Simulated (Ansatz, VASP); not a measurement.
**One calculation of Mo, two programs**

INCAR

```
ALGO = Normal
EDIFF = 1E-6
ENCUT = 520
ISIF = 2
ISMEAR = -1
LASPH = T
LCHARG = T
LELF = T
LREAL = F
LVHAR = T
LWAVE = F
NBANDS = 13
NELM = 80
PREC = Accurate
SIGMA = 0.1
```

KPOINTS

```
k-points
0
Gamma
  19 19 19
```

File POSCAR:

```
Mo
1.0
   -1.4907578562      1.4907578562      1.4907578562
    1.4907578562     -1.4907578562      1.4907578562
    1.4907578562      1.4907578562     -1.4907578562
Mo
1
Direct
    0.0000000000      0.0000000000      0.0000000000
```

Input for Ansatz:

```yaml
crystal:
  lattice:
    - [-1.4907578562, 1.4907578562, 1.4907578562]
    - [1.4907578562, -1.4907578562, 1.4907578562]
    - [1.4907578562, 1.4907578562, -1.4907578562]
  atoms:
    - { symbol: Mo, position: [0.0, 0.0, 0.0] }
kpoints:
  mp_grid: { grid: [19, 19, 19] }
scf:
  occupations: { method: fermi_dirac, width: 0.1 }
hamiltonian:
  xc: lda
  pseudopotentials: { kind: all_electron, lapw: { basis_error: 0.001 } }
output:
  forces: true
  stress: true
  eigenvalues: true
  populations: true
```

Change from the starting cell: volume scaled by 0.88, LAPW.

Alike in both runs: task single point; functional LDA; k mesh 19 × 19 × 19; occupations fermi-dirac, width 0.1 eV; no spin polarisation.

```csv
,VASP,Ansatz
version,VASP 6.6.1,Ansatz 0.2.0
potentials or method,"VASP PAW LDA potentials, release 64 (Mo_sv), cutoff 520 eV","all-electron LAPW, scalar-relativistic"
```

|  | VASP | Ansatz | Ansatz less VASP |
| --- | --- | --- | --- |
| pressure (GPa) | 50.5 | 48.7 | -1.79 |

LDA's correlation is that of Perdew and Zunger in VASP and of Perdew and Wang (1992) in Ansatz. Both programs put the cell under a high pressure, so it lies far from rest at this level. Ansatz ran all-electron here, and VASP with PAW potentials.
